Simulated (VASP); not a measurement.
# Ga3Se (Pm-3m) in VASP: further runs

Ga3Se is run at these levels: PBE; tasks: single point, relaxation of cell and atoms.

Everything below comes from runs of VASP 6.6.1. Logs are shortened: lines on timing, memory, paths and dates and some standing lists are left out, and cuts for length are marked.

## Step 1: The cell of the first run

It takes space group Pm-3m (No. 221, cubic). The conventional cell has a = 4.432 Å, b = 4.432 Å, c = 4.432 Å, α = 90.00°, β = 90.00°, γ = 90.00°. Ga (site symmetry 4/mmm) has 8 Ga at 3.13 Å and 4 Se at 3.13 Å within 4.1 Å. Within 4.1 Å of Se (site symmetry m-3m) lie 12 Ga at 3.13 Å.

## Step 2: Single point, PBE

The input, INCAR:

```
SYSTEM = Ga3Se
ALGO = Normal
EDIFF = 1E-7
ENCUT = 520
GGA = PE
ISIF = 2
ISMEAR = 0
LASPH = .True.
LCHARG = .True.
LELF = .True.
LREAL = .False.
LVHAR = .True.
LWAVE = .False.
NBANDS = 30
NELM = 80
PREC = Accurate
SIGMA = 0.1
```

The input, KPOINTS:

```
k-points
0
Gamma
  4 4 4
  0 0 0
```

The input, POSCAR:

```
Ga3Se
1.0
    4.4324650800      0.0000000000      0.0000000000
    0.0000000000      4.4324650800      0.0000000000
    0.0000000000      0.0000000000      4.4324650800
Ga Se
3 1
Direct
    0.0000000000      0.5000000000      0.5000000000
    0.5000000000      0.0000000000      0.5000000000
    0.5000000000      0.5000000000      0.0000000000
    0.0000000000      0.0000000000      0.0000000000
```

Potentials or basis: VASP PAW PBE potentials, release 64 (Ga_d, Se).

Launch:

```console
$ cat potpaw_PBE.64/Ga_d/POTCAR potpaw_PBE.64/Se/POTCAR > POTCAR
$ mpirun -np 1 vasp_std > vasp.out
```

OUTCAR:

```text
SYSTEM = Ga3Se
   EDIFF = 1E-7
   ENCUT = 520
   GGA = PE
   ISIF = 2
   ISMEAR = 0
   LASPH = .True.
   LREAL = .False.
   NELM = 80
   PREC = Accurate

 ion  position               nearest neighbor table
   1  0.000  0.500  0.500-
   2  0.500  0.000  0.500-
   3  0.500  0.500  0.000-
   4  0.000  0.000  0.000-

  LATTYP: Found a simple cubic cell.
 ALAT       =     4.4324650800

  Lattice vectors:

 A1 = (   4.4324650800,   0.0000000000,   0.0000000000)
 A2 = (   0.0000000000,   4.4324650800,   0.0000000000)
 A3 = (   0.0000000000,   0.0000000000,   4.4324650800)

Analysis of symmetry for initial positions (statically):
=====================================================================
 Subroutine PRICEL returns:
 Original cell was already a primitive cell.

 Routine SETGRP: Setting up the symmetry group for a
 simple cubic supercell.

 Subroutine GETGRP returns: Found 48 space group operations
 (whereof 48 operations were pure point group operations)
 out of a pool of 48 trial point group operations.

The static configuration has the point symmetry O_h .

Analysis of symmetry for dynamics (positions and initial velocities):
=====================================================================
 Subroutine PRICEL returns:
 Original cell was already a primitive cell.

 Routine SETGRP: Setting up the symmetry group for a
 simple cubic supercell.

 Subroutine GETGRP returns: Found 48 space group operations
 (whereof 48 operations were pure point group operations)
 out of a pool of 48 trial point group operations.

The dynamic configuration has the point symmetry O_h .

 Subroutine INISYM returns: Found 48 space group operations
 (whereof 48 operations are pure point group operations),
 and found     1 'primitive' translations

----------------------------------------------------------------------------------------

                                     Primitive cell

  volume of cell :      87.0835

  direct lattice vectors                    reciprocal lattice vectors
[... 69 lines left out ...]
   ICHARG =      2    charge: 1-file 2-atom 10-const
   ISPIN  =      1    spin polarized calculation?
   LNONCOLLINEAR =      F non collinear calculations
   LSORBIT =      F    spin-orbit coupling
   LASPH  =      T    aspherical Exc in radial PAW
   ENCUT  =  520.0 eV  38.22 Ry    6.18 a.u.   8.24  8.24  8.24*2*pi/ulx,y,z
   NELM   =     80;   NELMIN=  2; NELMDL= -5     # of ELM steps
   EDIFF  = 0.1E-06   stopping-criterion for ELM
   LREAL  =      F    real-space projection
   EDIFFG = 0.1E-05   stopping-criterion for IOM
   NSW    =      0    number of steps for IOM
   IBRION =     -1    ionic relax: 0-MD 1-quasi-New 2-CG
   NFREE  =      0    steps in history (QN), initial steepest desc. (CG)
   ISIF   =      2    stress and relaxation
   ISYM   =      2    0-nonsym 1-usesym 2-fastsym
   POTIM  = 0.5000    time-step for ionic-motion
   TEBEG  =    0.0;   TEEND  =   0.0 temperature during run
   PSTRESS=    0.0 pullay stress
   NELECT =      45.0000    total number of electrons
   NUPDOWN=      -1.0000    fix difference up-down
   EMIN   =  10.00;   EMAX   =-10.00  energy-range for DOS
   EFERMI =   0.00;   METHOD = LEGACY
   ISMEAR =     0;   SIGMA  =   0.10  broadening in eV -4-tet -1-fermi 0-gaus
   EFERMI_NEDOS =   21; number of points for ismear=-14 and -15
   IALGO  =     38    algorithm
   IMIX   =      4    mixing-type and parameters
     AMIX     =   0.40;   BMIX     =  1.00
     AMIX_MAG =   1.60;   BMIX_MAG =  1.00
  volume/ion in A,a.u.               =      21.77       146.92
  Fermi-wavevector in a.u.,A,eV,Ry     =   1.313713  2.482557 23.481487  1.725841
  Thomas-Fermi vector in A             =   2.444016
   LORBIT       =      0    0 simple, 1 ext, 2 COOP (PROOUT), +10 PAW based schemes
   GGA     = PE    functional components
   LHFCALC =     F    Hartree Fock is set to
   AEXX    =    0.0000 exact exchange contribution
   IVDW    =     0    specifies the selected vdW correction
   LEPSILON=     F    determine dielectric tensor
   LRPA    =     F    only Hartree local field effects (RPA)
 non-spin polarized calculation
 Gauss-broadening in eV      SIGMA  =   0.10
  energy-cutoff  :      520.00
  volume of cell :       87.08
 maximum number of plane-waves:      2360
 NGX is ok and might be reduce to    36
   NGX = 17   NGY = 17   NGZ = 17

 number of electron      44.9999944 magnetization

 Free energy of the ion-electron system (eV)
  ---------------------------------------------------
  ext. energy  EPLUGINS =         0.00000000
  ---------------------------------------------------
  free energy    TOTEN  =       -12.36796309 eV

  energy without entropy =      -12.35824669  energy(sigma->0) =      -12.36310489

 E-fermi :   4.6547     XC(G=0): -10.2646

 val. band max:        4.6243719496   @ k =   0.5000   0.2500   0.2500
 cond. band min:       4.8842784601   @ k =   0.5000   0.2500   0.0000
 fundamental gap:      0.2599065105
 Fermi energy:         4.6546973727

 k-point     1 :       0.0000    0.0000    0.0000
  band No.  band energies     occupation
      1     -10.4188      2.00000
      2     -10.4001      2.00000
      3     -10.4001      2.00000
      4     -10.4001      2.00000
      5     -10.3490      2.00000
      6     -10.3490      2.00000
[... 319 lines left out ...]
     29      13.1981      0.00000
     30      13.1981      0.00000

------------------------ aborting loop because EDIFF is reached ----------------------------------------

  FORCE on cell =-STRESS in cart. coord.  units (eV):
  Direction    XX          YY          ZZ          XY          YZ          ZX
  --------------------------------------------------------------------------------------
  -------------------------------------------------------------------------------------
  Total       -0.0517449     -0.0517449     -0.0517449     -0.0000000      0.0000000     -0.0000000
  in kB       -0.9520109     -0.9520109     -0.9520109     -0.0000000      0.0000000     -0.0000000
  external PRESSURE =      -0.9520109 kB  Pullay stress =       0.0000000 kB

 VOLUME and BASIS-vectors are now :
 -----------------------------------------------------------------------------
  energy-cutoff  :      520.00
  volume of cell :       87.08
      direct lattice vectors                 reciprocal lattice vectors
     4.432465080  0.000000000  0.000000000     0.225608094  0.000000000  0.000000000
     0.000000000  4.432465080  0.000000000     0.000000000  0.225608094  0.000000000
     0.000000000  0.000000000  4.432465080     0.000000000  0.000000000  0.225608094

 POSITION                                       TOTAL-FORCE (eV/Angst)
 -----------------------------------------------------------------------------------
      0.00000      2.21623      2.21623         0.000000      0.000000      0.000000
      2.21623      0.00000      2.21623         0.000000      0.000000      0.000000
      2.21623      2.21623      0.00000         0.000000      0.000000      0.000000
      0.00000      0.00000      0.00000         0.000000      0.000000      0.000000
 -----------------------------------------------------------------------------------
    total drift:                                0.000000      0.000000      0.000000

  FREE ENERGIE OF THE ION-ELECTRON SYSTEM (eV)
  ---------------------------------------------------
  free  energy   TOTEN  =       -12.3679630939 eV

  energy  without entropy=      -12.3582466869  energy(sigma->0) =      -12.36310489
```

stdout:

```text
POSCAR found type information on POSCAR GaSe
 POSCAR found :  2 types and       4 ions
 scaLAPACK will be used
 LDA part: xc-table for (Slater+PW92), standard interpolation
 POSCAR, INCAR and KPOINTS ok, starting setup
 FFT: planning ... GRIDC
 FFT: planning ... GRID_SOFT
 FFT: planning ... GRID
 WAVECAR not read
 entering main loop
```

It took 40 s on 1 thread of Intel Xeon 8259CL, shared host; peak memory 0.21 GiB.

What came out:

| Item | Value |
| --- | --- |
| Free energy | -12.3680 eV |
| Pressure | -0.1 GPa |
| Band gap on the k mesh | zero (an odd number of electrons rules out a gap without spin polarisation) |

## Step 3: Single point, PBE

This run uses another cell than the first one, of 21.42 Å³/atom.

The input, INCAR:

```
SYSTEM = Ga3Se
ALGO     = Normal         ! electronic algorithm
EDIFF    = 1E-6           ! SCF threshold, eV
ENCUT    = 520            ! plane-wave cutoff, eV
GGA      = PE             ! functional
ISIF     = 2              ! what is computed and relaxed
ISMEAR   = 0              ! smearing method
LASPH    = .TRUE.         ! aspherical terms in the spheres
LCHARG   = .FALSE.        ! write CHGCAR
LREAL    = .FALSE.        ! projectors in reciprocal space
LWAVE    = .FALSE.        ! write WAVECAR
NBANDS   = 30             ! bands
NELM     = 80             ! most SCF steps
PREC     = Accurate       ! precision mode
SIGMA    = 0.1            ! smearing width, eV
```

The input, KPOINTS:

```
k-points
0
G
  10 10 10
  0 0 0
```

The input, POSCAR:

```
Ga3Se
1.0
    4.4084262922      0.0000000000      0.0000000000
    0.0000000000      4.4084262922      0.0000000000
    0.0000000000      0.0000000000      4.4084262922
Ga Se
3 1
Direct
    0.0000000000      0.5000000000      0.5000000000
    0.5000000000      0.0000000000      0.5000000000
    0.5000000000      0.5000000000      0.0000000000
    0.0000000000      0.0000000000      0.0000000000
```

Potentials or basis: VASP PAW PBE potentials, release 64 (Ga_d, Se).

Launch:

```console
$ cat potpaw_PBE.64/Ga_d/POTCAR potpaw_PBE.64/Se/POTCAR > POTCAR
$ mpirun -np 1 vasp_std > vasp.out
```

OUTCAR:

```text
SYSTEM = Ga3Se
   EDIFF = 1E-6
   ENCUT = 520
   GGA = PE
   ISIF = 2
   ISMEAR = 0
   LASPH = .TRUE.
   LREAL = .FALSE.
   NELM = 80
   PREC = Accurate

 ion  position               nearest neighbor table
   1  0.000  0.500  0.500-
   2  0.500  0.000  0.500-
   3  0.500  0.500  0.000-
   4  0.000  0.000  0.000-

  LATTYP: Found a simple cubic cell.
 ALAT       =     4.4084262922

  Lattice vectors:
[... 195 lines left out ...]
      3     -10.2525      2.00000
      4     -10.2525      2.00000
      5     -10.2005      2.00000
      6     -10.2005      2.00000
[... 781 lines left out ...]
     29       9.9877      0.00000
     30      12.1523      0.00000

 [... further k-points ...]
[... 5 lines left out ...]
  --------------------------------------------------------------------------------------
  -------------------------------------------------------------------------------------
  Total        0.0913716      0.0913716      0.0913716      0.0000000      0.0000000      0.0000000
  in kB        1.7087211      1.7087211      1.7087211      0.0000000      0.0000000      0.0000000
  external PRESSURE =       1.7087211 kB  Pullay stress =       0.0000000 kB

 VOLUME and BASIS-vectors are now :
 -----------------------------------------------------------------------------
  energy-cutoff  :      520.00
  volume of cell :       85.67
      direct lattice vectors                 reciprocal lattice vectors
     4.408426292  0.000000000  0.000000000     0.226838317  0.000000000  0.000000000
     0.000000000  4.408426292  0.000000000     0.000000000  0.226838317  0.000000000
     0.000000000  0.000000000  4.408426292     0.000000000  0.000000000  0.226838317

 POSITION                                       TOTAL-FORCE (eV/Angst)
 -----------------------------------------------------------------------------------
      0.00000      2.20421      2.20421         0.000000      0.000000      0.000000
      2.20421      0.00000      2.20421         0.000000      0.000000      0.000000
      2.20421      2.20421      0.00000         0.000000      0.000000      0.000000
      0.00000      0.00000      0.00000         0.000000      0.000000      0.000000
 -----------------------------------------------------------------------------------
    total drift:                                0.000000      0.000000      0.000000

  FREE ENERGIE OF THE ION-ELECTRON SYSTEM (eV)
  ---------------------------------------------------
  free  energy   TOTEN  =       -12.4197754588 eV

  energy  without entropy=      -12.4076302690  energy(sigma->0) =      -12.41370286
```

OSZICAR:

```text
N       E                     dE             d eps       ncg     rms          rms(c)
DAV:   1     0.312421734794E+03    0.31242E+03   -0.21685E+04  3430   0.247E+03
DAV:   2     0.274337215269E+02   -0.28499E+03   -0.27628E+03  3428   0.520E+02
DAV:   3    -0.109561157758E+02   -0.38390E+02   -0.37043E+02  3972   0.140E+02
DAV:   4    -0.125219999280E+02   -0.15659E+01   -0.15536E+01  3802   0.286E+01
DAV:   5    -0.125618466452E+02   -0.39847E-01   -0.39813E-01  3950   0.453E+00    0.319E+00
DAV:   6    -0.124297817801E+02    0.13206E+00   -0.35668E-01  4488   0.581E+00    0.184E+00
DAV:   7    -0.124227654673E+02    0.70163E-02   -0.56965E-02  3786   0.121E+00    0.794E-01
DAV:   8    -0.124198675676E+02    0.28979E-02   -0.90121E-03  4132   0.689E-01    0.852E-02
DAV:   9    -0.124197545428E+02    0.11302E-03   -0.18828E-03  4116   0.354E-01    0.459E-02
DAV:  10    -0.124197705807E+02   -0.16038E-04   -0.25100E-04  4112   0.164E-01    0.113E-02
DAV:  11    -0.124197760017E+02   -0.54210E-05   -0.38012E-05  4150   0.563E-02    0.124E-02
DAV:  12    -0.124197754588E+02    0.54290E-06   -0.46090E-06  3840   0.151E-02
   1 F= -.12419775E+02 E0= -.12413703E+02  d E =-.121452E-01
```

Wall time 2.4 min (1 thread of Intel Xeon 8259CL, shared host); peak memory 0.28 GiB.

What came out:

| Quantity | Value |
| --- | --- |
| Free energy | -12.4198 eV |
| Pressure | 0.2 GPa |
| Band gap on the k mesh | zero (an odd number of electrons rules out a gap without spin polarisation) |

## Step 4: Relaxation of cell and atoms, PBE

The input, INCAR:

```
  ALGO = Normal
  EDIFF = 1E-6
  EDIFFG = -0.01
  ENCUT = 600
  GGA = PE
  IBRION = 2
  ISIF = 3
  ISMEAR = 0
  LASPH = T
  LCHARG = F
  LREAL = F
  LWAVE = F
  NELM = 60
  NSW = 100
  PREC = Accurate
  SIGMA = 0.1
```

The input, KPOINTS:

```
k-points
0
Gamma
  10 10 10
```

The input, POSCAR:

```
Ga3Se
1.0
    4.4324650800      0.0000000000      0.0000000000
    0.0000000000      4.4324650800      0.0000000000
    0.0000000000      0.0000000000      4.4324650800
Ga Se
3 1
Direct
    0.0000000000      0.5000000000      0.5000000000
    0.5000000000      0.0000000000      0.5000000000
    0.5000000000      0.5000000000      0.0000000000
    0.0000000000      0.0000000000      0.0000000000
```

Launch:

```console
$ cat potpaw_PBE.64/Ga_d/POTCAR potpaw_PBE.64/Se/POTCAR > POTCAR
$ mpirun -np 1 vasp_std > vasp.out
```

Wall time 8.5 min (1 thread of Intel Xeon 8259CL, shared host); peak memory 0.31 GiB.

It converged, with:

```
Free energy                           : -12.4198 eV
Relaxed volume                        : 21.44 Å³/atom
Relaxed cell                          : a = 4.410 Å, b = 4.410 Å, c = 4.410 Å, α = 90.00°, β = 90.00°, γ = 90.00°
Space group after relaxing (to 0.1 Å) : Pm-3m (No. 221)
Energy gained by relaxing             : 0.6 meV/atom
Ionic steps                           : 5
Pressure after relaxing               : 0.0 GPa
Band gap on the k mesh                : zero (an odd number of electrons rules out a gap without spin polarisation)
```

Step by step:
```tsv
step	energy change (eV)	largest force (eV/Å)	pressure (GPa)	volume (Å³)
1	0.0000	0.0000	-0.52	87.08
2	-0.0022	0.0000	-0.19	86.20
3	-0.0024	0.0000	-0.10	85.96
4	-0.0024	0.0000	0.13	85.48
5	-0.0025	0.0000	-0.01	85.74
```

Final structure:
```xyz
4
Lattice="4.4096 0.0000 0.0000 0.0000 4.4096 0.0000 0.0000 0.0000 4.4096" Properties=species:S:1:pos:R:3 pbc="T T T"
Ga    0.0000    2.2048    2.2048
Ga    2.2048    0.0000    2.2048
Ga    2.2048    2.2048    0.0000
Se    0.0000    0.0000    0.0000
```

Levels at points of the mesh, in eV from the Fermi level:
```csv
k point,band 19,band 20,band 21,band 22,band 23,band 24,band 25,band 26
"(0.00, 0.00, 0.00)",-3.79,-3.79,-2.81,-2.81,1.63,1.63,1.63,4.46
"(0.50, 0.00, 0.00)",-2.84,-2.84,-2.10,-1.06,-0.27,-0.27,1.17,4.07
"(0.50, 0.50, 0.00)",-6.43,-2.20,-0.79,-0.68,-0.68,1.41,1.67,1.67
"(0.50, 0.50, 0.50)",-5.07,-4.95,-4.95,-4.95,-3.53,4.04,4.04,4.04
```

## Step 5: The runs side by side

| task | cell | k mesh | cutoff (eV) | gap on the mesh (eV) | pressure (GPa) |
| --- | --- | --- | --- | --- | --- |
| single point | a = 4.432 Å, 4 atoms | 4 × 4 × 4 | 520 | none | -0.1 |
| single point | a = 4.408 Å, 4 atoms | 10 × 10 × 10 | 520 | none | 0.2 |
| relaxation of cell and atoms | relaxed from a = 4.432 Å, 4 atoms | 10 × 10 × 10 | 600 | none | 0.0 |

Alike in all rows: level PBE; potentials or basis VASP PAW PBE potentials, release 64 (Ga_d, Se); no spin polarisation; smearing gaussian 0.1 eV.

Absolute energies hang on the potentials; compare differences alone.
